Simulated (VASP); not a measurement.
Write the native input for VASP 6.6.1 that does the following.

```yaml
Task: single point
Functional: PBE
Potentials_or_basis: VASP PAW PBE potentials, release 64 (Al, In_d)
Cutoff: 520 eV
k_mesh: 2 × 3 × 1
Occupations: fermi-dirac, width 0.15 eV
Spin: no spin polarisation
Dipole_correction: no
Further_INCAR_settings: LREAL = Auto; ALGO = Normal; EDIFF = 1e-06; NBANDS = 44
```

The structure of Al16In lies in POSCAR:

```
Al16In
1.0
    8.1000000000      0.0000000000      0.0000000000
    0.0000000000      5.7275650000      0.0000000000
    0.0000000000      0.0000000000     15.2956740000
Al In
16 1
Direct
    0.2500000000      0.2500015277      0.0653779624
    0.7500000000      0.2500015277      0.0653779624
    0.2500000000      0.7500045831      0.0653779624
    0.7500000000      0.7500045831      0.0653779624
   -0.0267654321      0.1585839707      0.2269530588
    0.5446543210     -0.1982867065      0.2599297030
   -0.0211481481      0.6561601658      0.1937541294
    0.4703827160      0.4744599145      0.0655087183
    0.2107530864     -0.0459532105      0.3036740977
    0.9073703704      0.4668126857      0.3242616180
    0.2877654321      0.4463153190      0.2514436435
    0.8364938272      0.9501245294      0.4003223395
   -0.0303456790      0.3710651909      0.4980297043
    0.4945308642      0.1432895131      0.4677793211
   -0.2900987654      0.5283397046      0.4490877617
    0.3434567901      0.6926154483      0.4332205302
    0.2519876543      1.0476878045      0.5538101819
```

These files were run (other wordings do the same):

INCAR

```
SYSTEM = Al16In
ALGO = Normal
EDIFF = 1E-6
ENCUT = 520
GGA = PE
ISIF = 2
ISMEAR = -1
LASPH = .True.
LCHARG = .False.
LREAL = Auto
LWAVE = .False.
NBANDS = 44
NELM = 100
PREC = Accurate
SIGMA = 0.15
```

KPOINTS

```
k-points
0
Gamma
  2 3 1
  0 0 0
```

Potentials or basis: VASP PAW PBE potentials, release 64 (Al, In_d).

The run is started by

```console
$ cat potpaw_PBE.64/Al/POTCAR potpaw_PBE.64/In_d/POTCAR > POTCAR
$ mpirun -np 1 vasp_std > vasp.out
```

It gave:

The largest force is 4.104 eV/Å and the band gap on the k mesh is zero (an odd number of electrons rules out a gap without spin polarisation).

Caveat: the k points lie up to 0.39 Å⁻¹ apart, too coarse for converged energies and pressures of a metal; the atoms stand as in a frame of molecular dynamics; spin-orbit coupling is left out, which moves the levels of the heavy elements.

Wall time 2.2 min on 1 thread of Intel(R) Xeon(R) 6975P-C (Granite Rapids) (shared host), peak memory 0.67 GiB.
